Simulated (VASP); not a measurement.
# ScAl3 (P4/mmm) in VASP: further runs

The runs below take ScAl3 through single point, with PBE.

Everything below comes from runs of VASP 6.6.1. Logs are shortened: lines on timing, memory, paths and dates and some standing lists are left out, and cuts for length are marked.

### Step 1. The cell of the first run

The structure is tetragonal, space group P4/mmm (No. 123). The conventional cell has a = 4.270 Å, b = 4.270 Å, c = 4.007 Å, α = 90.00°, β = 90.00°, γ = 90.00°. Within 4.1 Å of Sc (site symmetry 4/mmm) lie 12 Al at 2.93 to 3.02 Å and 2 Sc at 4.01 Å. Within 4.1 Å of Al (site symmetry mmm) lie 4 Sc at 2.93 Å and 10 Al at 2.93 to 4.01 Å. Within 4.1 Å of Al (site symmetry 4/mmm) lie 10 Al at 2.93 to 4.01 Å and 4 Sc at 3.02 Å.

### Step 2. Single point, PBE (biaxial strain in the a-b plane: +4.0 %)

Input file INCAR:

```
SYSTEM = ScAl3
ALGO = Fast
EDIFF = 1E-7
ENCUT = 520
GGA = PE
ISIF = 2
ISMEAR = 0
LASPH = .TRUE.
LCHARG = .FALSE.
LREAL = .FALSE.
LWAVE = .FALSE.
NBANDS = 18
NELM = 100
PREC = Accurate
SIGMA = 0.1
```

Input file KPOINTS:

```
k-points
0
G
  12 12 12
  0 0 0
```

Input file POSCAR:

```
ScAl3
1.0
    4.2695438200      0.0000000000      0.0000000000
    0.0000000000      4.2695438200      0.0000000000
    0.0000000000      0.0000000000      4.0068026618
Sc Al
1 3
Direct
    0.0000000000      0.0000000000      0.0000000000
    0.5000000000      0.0000000000      0.5000000000
    0.0000000000      0.5000000000      0.5000000000
    0.5000000000      0.5000000000      0.0000000000
```

Potentials or basis: VASP PAW PBE potentials, release 64 (Sc_sv, Al).

Command:

```sh
$ cat potpaw_PBE.64/Sc_sv/POTCAR potpaw_PBE.64/Al/POTCAR > POTCAR
$ mpirun -np 1 vasp_std > vasp.out
```

OUTCAR:

```text
SYSTEM = ScAl3
   EDIFF = 1E-7
   ENCUT = 520
   GGA = PE
   ISIF = 2
   ISMEAR = 0
   LASPH = .TRUE.
   LREAL = .FALSE.
   NELM = 100
   PREC = Accurate

 ion  position               nearest neighbor table
   1  0.000  0.000  0.000-   2 2.93   3 2.93   2 2.93   3 2.93   3 2.93   3 2.93   2 2.93   2 2.93
                             4 3.02   4 3.02   4 3.02   4 3.02
   2  0.500  0.000  0.500-   1 2.93   4 2.93   1 2.93   4 2.93   4 2.93   4 2.93   1 2.93   1 2.93
                             3 3.02   3 3.02   3 3.02   3 3.02
   3  0.000  0.500  0.500-   1 2.93   4 2.93   1 2.93   4 2.93   1 2.93   1 2.93   4 2.93   4 2.93
                             2 3.02   2 3.02   2 3.02   2 3.02
   4  0.500  0.500  0.000-   2 2.93   3 2.93   2 2.93   3 2.93   2 2.93   2 2.93   3 2.93   3 2.93
                             1 3.02   1 3.02   1 3.02   1 3.02

  LATTYP: Found a simple tetragonal cell.
 ALAT       =     4.2695438200
 C/A-ratio  =     0.9384615385

  Lattice vectors:

 A1 = (   4.2695438200,   0.0000000000,   0.0000000000)
 A2 = (   0.0000000000,   4.2695438200,   0.0000000000)
 A3 = (   0.0000000000,   0.0000000000,   4.0068026618)

Analysis of symmetry for initial positions (statically):
=====================================================================
 Subroutine PRICEL returns:
 Original cell was already a primitive cell.

 Routine SETGRP: Setting up the symmetry group for a
 simple tetragonal supercell.

 Subroutine GETGRP returns: Found 16 space group operations
 (whereof 16 operations were pure point group operations)
 out of a pool of 16 trial point group operations.

The static configuration has the point symmetry D_4h.

Analysis of symmetry for dynamics (positions and initial velocities):
=====================================================================
 Subroutine PRICEL returns:
 Original cell was already a primitive cell.

 Routine SETGRP: Setting up the symmetry group for a
 simple tetragonal supercell.

 Subroutine GETGRP returns: Found 16 space group operations
 (whereof 16 operations were pure point group operations)
 out of a pool of 16 trial point group operations.

The dynamic configuration has the point symmetry D_4h.

 Subroutine INISYM returns: Found 16 space group operations
 (whereof 16 operations are pure point group operations),
 and found     1 'primitive' translations

----------------------------------------------------------------------------------------

                                     Primitive cell

  volume of cell :      73.0400

  direct lattice vectors                    reciprocal lattice vectors
     4.269543820  0.000000000  0.000000000     0.234217060  0.000000000  0.000000000
     0.000000000  4.269543820  0.000000000     0.000000000  0.234217060  0.000000000
     0.000000000  0.000000000  4.006802662     0.000000000  0.000000000  0.249575555

  length of vectors
     4.269543820  4.269543820  4.006802662     0.234217060  0.234217060  0.249575555

  position of ions in fractional coordinates (direct lattice)
     0.000000000  0.000000000  0.000000000
     0.500000000  0.000000000  0.500000000
     0.000000000  0.500000000  0.500000000
     0.500000000  0.500000000  0.000000000

  ion indices of the primitive-cell ions
   primitive index   ion index
                 1           1
                 2           2
                 3           3
                 4           4

----------------------------------------------------------------------------------------

 KPOINTS: k-points

Automatic generation of k-mesh.
 Grid dimensions read from file:
 generate k-points for:   12   12   12

 Generating k-lattice:

  Cartesian coordinates                     Fractional coordinates (reciprocal lattice)
     0.019518088  0.000000000  0.000000000     0.083333333  0.000000000  0.000000000
     0.000000000  0.019518088  0.000000000     0.000000000  0.083333333  0.000000000
     0.000000000  0.000000000  0.020797963     0.000000000  0.000000000  0.083333333

  Length of vectors
     0.019518088  0.019518088  0.020797963

  Shift w.r.t. Gamma in fractional coordinates (k-lattice)
     0.000000000  0.000000000  0.000000000

 Subroutine IBZKPT returns following result:
 ===========================================

 Found    196 irreducible k-points:

 Following reciprocal coordinates:
            Coordinates               Weight
  0.000000  0.000000  0.000000      1.000000
  0.083333  0.000000  0.000000      4.000000
  0.166667  0.000000  0.000000      4.000000
  0.250000  0.000000  0.000000      4.000000
  0.333333  0.000000  0.000000      4.000000
  0.416667  0.000000  0.000000      4.000000
[... 16 lines left out ...]
  0.333333  0.333333  0.000000      4.000000
  0.416667  0.333333  0.000000      8.000000
 [... further k-points ...]
   k-points           NKPTS =    196   k-points in BZ     NKDIM =    196   number of bands    NBANDS=     18
   number of dos      NEDOS =    301   number of ions     NIONS =      4
   total plane-waves  NPLWV =  30720
   dimension x,y,z NGX =    32 NGY =   32 NGZ =   30
   dimension x,y,z NGXF=    64 NGYF=   64 NGZF=   60
   ions per type =               1   3
   NGX,Y,Z   is equivalent  to a cutoff of  12.46, 12.46, 12.45 a.u.
   NGXF,Y,Z  is equivalent  to a cutoff of  24.92, 24.92, 24.89 a.u.
 SYSTEM =  ScAl3
   PREC   = accura    normal or accurate (medium, high low for compatibility)
   ISTART =      0    job   : 0-new  1-cont  2-samecut
   ICHARG =      2    charge: 1-file 2-atom 10-const
   ISPIN  =      1    spin polarized calculation?
   LNONCOLLINEAR =      F non collinear calculations
   LSORBIT =      F    spin-orbit coupling
   LASPH  =      T    aspherical Exc in radial PAW
   ENCUT  =  520.0 eV  38.22 Ry    6.18 a.u.   7.94  7.94  7.45*2*pi/ulx,y,z
   NELM   =    100;   NELMIN=  2; NELMDL= -5     # of ELM steps
   EDIFF  = 0.1E-06   stopping-criterion for ELM
   LREAL  =      F    real-space projection
   EDIFFG = 0.1E-05   stopping-criterion for IOM
   NSW    =      0    number of steps for IOM
   IBRION =     -1    ionic relax: 0-MD 1-quasi-New 2-CG
   NFREE  =      0    steps in history (QN), initial steepest desc. (CG)
   ISIF   =      2    stress and relaxation
   ISYM   =      2    0-nonsym 1-usesym 2-fastsym
   POTIM  = 0.5000    time-step for ionic-motion
   TEBEG  =    0.0;   TEEND  =   0.0 temperature during run
   PSTRESS=    0.0 pullay stress
   NELECT =      20.0000    total number of electrons
   NUPDOWN=      -1.0000    fix difference up-down
   EMIN   =  10.00;   EMAX   =-10.00  energy-range for DOS
   EFERMI =   0.00;   METHOD = LEGACY
   ISMEAR =     0;   SIGMA  =   0.10  broadening in eV -4-tet -1-fermi 0-gaus
   EFERMI_NEDOS =   21; number of points for ismear=-14 and -15
   IALGO  =     68    algorithm
   IMIX   =      4    mixing-type and parameters
     AMIX     =   0.40;   BMIX     =  1.00
     AMIX_MAG =   1.60;   BMIX_MAG =  1.00
  volume/ion in A,a.u.               =      18.26       123.22
  Fermi-wavevector in a.u.,A,eV,Ry     =   1.063077  2.008923 15.376375  1.130132
  Thomas-Fermi vector in A             =   2.198549
   LORBIT       =      0    0 simple, 1 ext, 2 COOP (PROOUT), +10 PAW based schemes
   GGA     = PE    functional components
   LHFCALC =     F    Hartree Fock is set to
   AEXX    =    0.0000 exact exchange contribution
   IVDW    =     0    specifies the selected vdW correction
   LEPSILON=     F    determine dielectric tensor
   LRPA    =     F    only Hartree local field effects (RPA)
 non-spin polarized calculation
 RMM-DIIS sequential band-by-band and
 Gauss-broadening in eV      SIGMA  =   0.10
  energy-cutoff  :      520.00
  volume of cell :       73.04
 maximum number of plane-waves:      1998
 NGX is ok and might be reduce to    32
   NGX = 15   NGY = 15   NGZ = 15

 number of electron      20.0000007 magnetization

 Free energy of the ion-electron system (eV)
  ---------------------------------------------------
  ext. energy  EPLUGINS =         0.00000000
  ---------------------------------------------------
  free energy    TOTEN  =       -19.17972145 eV

  energy without entropy =      -19.17194976  energy(sigma->0) =      -19.17583560

 E-fermi :   6.6827     XC(G=0): -10.1605

 val. band max:        6.6817343469   @ k =   0.1667   0.0000   0.3333
 cond. band min:       6.6857887105   @ k =   0.1667   0.0833   0.1667
 fundamental gap:      0.0040543636
 Fermi energy:         6.6827045400

 k-point     1 :       0.0000    0.0000    0.0000
  band No.  band energies     occupation
      1     -42.5326      2.00000
      2     -21.2251      2.00000
      3     -21.2251      2.00000
      4     -21.1830      2.00000
      5      -2.9990      2.00000
      6       3.8007      2.00000
[... 10 lines left out ...]
     17      11.5161      0.00000
     18      11.8351      0.00000

 k-point     2 :       0.0833    0.0000    0.0000
  band No.  band energies     occupation
      1     -42.5325      2.00000
      2     -21.2264      2.00000
      3     -21.2250      2.00000
      4     -21.1829      2.00000
      5      -2.9409      2.00000
      6       3.3016      2.00000
[... 10 lines left out ...]
     17      11.5120      0.00000
     18      11.8995      0.00000

 k-point     3 :       0.1667    0.0000    0.0000
  band No.  band energies     occupation
      1     -42.5324      2.00000
      2     -21.2299      2.00000
      3     -21.2248      2.00000
      4     -21.1827      2.00000
      5      -2.7678      2.00000
      6       2.4207      2.00000
[... 10 lines left out ...]
     17      11.4083      0.00000
     18      11.8367      0.00000

 k-point     4 :       0.2500    0.0000    0.0000
  band No.  band energies     occupation
      1     -42.5323      2.00000
      2     -21.2346      2.00000
      3     -21.2244      2.00000
      4     -21.1824      2.00000
      5      -2.4837      2.00000
      6       1.5203      2.00000
[... 375 lines left out ...]
      4     -21.1810      2.00000
      5      -0.8966      2.00000
      6       0.0300      2.00000
[... 10 lines left out ...]
     17      11.3709      0.00000
     18      11.8453      0.00000

 k-point    23 :       0.3333    0.3333    0.0000
  band No.  band energies     occupation
      1     -42.5316      2.00000
      2     -21.2379      2.00000
      3     -21.2376      2.00000
      4     -21.1811      2.00000
      5      -1.2576      2.00000
      6       1.3366      2.00000
[... 10 lines left out ...]
     17      10.9933      0.00000
     18      12.0983      0.00000

 k-point    24 :       0.4167    0.3333    0.0000
  band No.  band energies     occupation
      1     -42.5315      2.00000
      2     -21.2411      2.00000
      3     -21.2374      2.00000
      4     -21.1808      2.00000
      5      -0.8424      2.00000
      6       0.7457      2.00000
[... 10 lines left out ...]
     17      11.0847      0.00000
     18      12.2100      0.00000

 [... further k-points ...]

------------------------ aborting loop because EDIFF is reached ----------------------------------------

  FORCE on cell =-STRESS in cart. coord.  units (eV):
  Direction    XX          YY          ZZ          XY          YZ          ZX
  --------------------------------------------------------------------------------------
  -------------------------------------------------------------------------------------
  Total       -2.8700916     -2.8700916      0.4495977      0.0000000      0.0000000     -0.0000000
  in kB      -62.9572045    -62.9572045      9.8621983      0.0000000      0.0000000     -0.0000000
  external PRESSURE =     -38.6840702 kB  Pullay stress =       0.0000000 kB

 VOLUME and BASIS-vectors are now :
 -----------------------------------------------------------------------------
  energy-cutoff  :      520.00
  volume of cell :       73.04
      direct lattice vectors                 reciprocal lattice vectors
     4.269543820  0.000000000  0.000000000     0.234217060  0.000000000  0.000000000
     0.000000000  4.269543820  0.000000000     0.000000000  0.234217060  0.000000000
     0.000000000  0.000000000  4.006802662     0.000000000  0.000000000  0.249575555

 POSITION                                       TOTAL-FORCE (eV/Angst)
 -----------------------------------------------------------------------------------
      0.00000      0.00000      0.00000         0.000000      0.000000      0.000000
      2.13477      0.00000      2.00340         0.000000      0.000000      0.000000
      0.00000      2.13477      2.00340         0.000000      0.000000      0.000000
      2.13477      2.13477      0.00000         0.000000      0.000000      0.000000
 -----------------------------------------------------------------------------------
    total drift:                                0.000000      0.000000      0.000000

  FREE ENERGIE OF THE ION-ELECTRON SYSTEM (eV)
  ---------------------------------------------------
  free  energy   TOTEN  =       -19.1797214500 eV

  energy  without entropy=      -19.1719497576  energy(sigma->0) =      -19.17583560
```

It took 9.7 min on 1 thread of AMD EPYC 7R13, shared host; peak memory 0.33 GiB.

What came out:

```
Free energy            : -19.1797 eV
Pressure               : -3.9 GPa
Band gap on the k mesh : zero (bands 10 and 11 overlap by 3.39 eV)
```

Caveat: the cell differs from its parent crystal (biaxial strain in the a-b plane: +4.0 %); the stress differs along the axes, from -6 to 1 GPa.

[end of part 1 of 2]
